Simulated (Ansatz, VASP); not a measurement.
## CsCl in VASP and in Ansatz

File INCAR:

```
SYSTEM = CsCl
PREC = Accurate
ENCUT = 400
EDIFF = 1E-8
ISMEAR = -1
SIGMA = 0.03
LREAL = .False.
LASPH = .True.
NELM = 120
ALGO = Normal
ISIF = 2
LWAVE = .False.
LCHARG = .False.
GGA = PS
LEFG = .True.
NBANDS = 15
GGA_COMPAT = .False.
```

KPOINTS

```
regular mesh
0
Gamma
  6 6 6
  0 0 0
```

The input POSCAR:

```
CsCl
1.0
    4.1230000000     -0.0206150000     -0.0206150000
   -0.0206150000      4.1230000000     -0.0206150000
   -0.0206150000     -0.0206150000      4.1230000000
Cs Cl
1 1
Direct
    0.0000000000      0.0000000000      0.0000000000
    0.5000000000      0.5000000000      0.5000000000
```

Input for Ansatz:

```yaml
crystal:
  lattice:
    - [4.123, -0.020615, -0.020615]
    - [-0.020615, 4.123, -0.020615]
    - [-0.020615, -0.020615, 4.123]
  atoms:
    - { symbol: Cs, position: [0.0, 0.0, 0.0] }
    - { symbol: Cl, position: [0.5, 0.5, 0.5] }
kpoints:
  mp_grid: { grid: [6, 6, 6] }
scf:
  occupations: { method: fermi_dirac, width: 0.03 }
hamiltonian:
  xc: pbesol
  pseudopotentials: { kind: all_electron, datasets: crystal }
output:
  forces: true
  stress: true
  eigenvalues: true
  efg: { contact_densities: true }
```

Change from the starting cell: equal xy, yz and zx shear strains of -1 %, crystal datasets.

Alike in both runs: task electric field gradients; functional PBEsol; k mesh 6 × 6 × 6; occupations fermi-dirac, width 0.03 eV; no spin polarisation.

|  | VASP | Ansatz |
| --- | --- | --- |
| version | VASP 6.6.1 | Ansatz 0.2.0 |
| potentials or method | VASP PAW PBE potentials, release 64 (Cs_sv, Cl), cutoff 400 eV | all-electron PAW with datasets made for the crystal, scalar-relativistic |

VASP gave:

| Quantity | Value |
| --- | --- |
| gap on the k mesh at the Fermi level (eV) | 5.04 |
| pressure (GPa) | -0.6 |
| traceless stress, the component that is largest in VASP (GPa) | 0.07 |
| size of Vzz on the site where it differs most (V/Å²) | 8.1 |

**Question.** What did Ansatz give for the same quantities?

**Answer.** gap on the k mesh at the Fermi level (eV): 5.05; pressure (GPa): -0.7; traceless stress, the component that is largest in VASP (GPa): 0.07; size of Vzz on the site where it differs most (V/Å²): 8.3.

VASP's potentials were made for PBE, not for PBEsol. Ansatz ran all-electron here, and VASP with PAW potentials.

Neither program's run includes spin-orbit coupling.
